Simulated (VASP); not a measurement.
Set up this calculation in VASP 6.6.1, as the native input.

| Property | Result |
| --- | --- |
| Task | single point |
| Functional | PBE |
| Potentials or basis | VASP PAW PBE potentials, release 64 (Ti_sv, C) |
| Cutoff | 520 eV |
| k mesh | 9 × 9 × 1 |
| Occupations | gaussian, width 0.1 eV |
| Spin | no spin polarisation |
| Dipole correction | yes |
| Further INCAR settings | ALGO = Normal; EDIFF = 1e-06; NBANDS = 28 |

The structure of Ti3C lies in POSCAR:

```
Ti3C
1.0
    2.9075446938      0.0000000000      0.0000000000
   -1.4537723469      2.5180075675      0.0000000000
    0.0000000000      0.0000000000     19.9935259089
Ti C
3 1
Direct
    0.6666666667      0.3333333333      0.2000647619
    0.3333333333      0.6666666667      0.3124429307
    0.0000000000      0.0000000000      0.4248138096
    0.0000000000      0.1666666667      0.5178664052
```

These files were run (other wordings do the same):

INCAR

```
SYSTEM = Ti3C
  ALGO = Normal
  DIPOL = 0.5 0.5 0.364
  EDIFF = 1E-6
  ENCUT = 520
  GGA = PE
  IDIPOL = 3
  ISIF = 2
  ISMEAR = 0
  LASPH = .True.
  LCHARG = .False.
  LDIPOL = .True.
  LREAL = .False.
  LWAVE = .False.
  NBANDS = 28
  NELM = 80
  PREC = Accurate
  SIGMA = 0.1
```

KPOINTS

```
k-points
0
Gamma
  9 9 1
  0 0 0
```

Potentials or basis: VASP PAW PBE potentials, release 64 (Ti_sv, C).

Launch:

```sh
$ cat potpaw_PBE.64/Ti_sv/POTCAR potpaw_PBE.64/C/POTCAR > POTCAR
$ mpirun -np 1 vasp_std > vasp.out
```

It gave:

* Largest force: 1.245 eV/Å
* Band gap on the k mesh: zero (band 20 reaches 0.50 eV, above the bottom of band 21 at -0.49 eV)

It took 9.9 min on 1 thread of AMD EPYC 7R43 64-Core Processor (Zen 3) (shared host), peak memory 0.3 GiB.
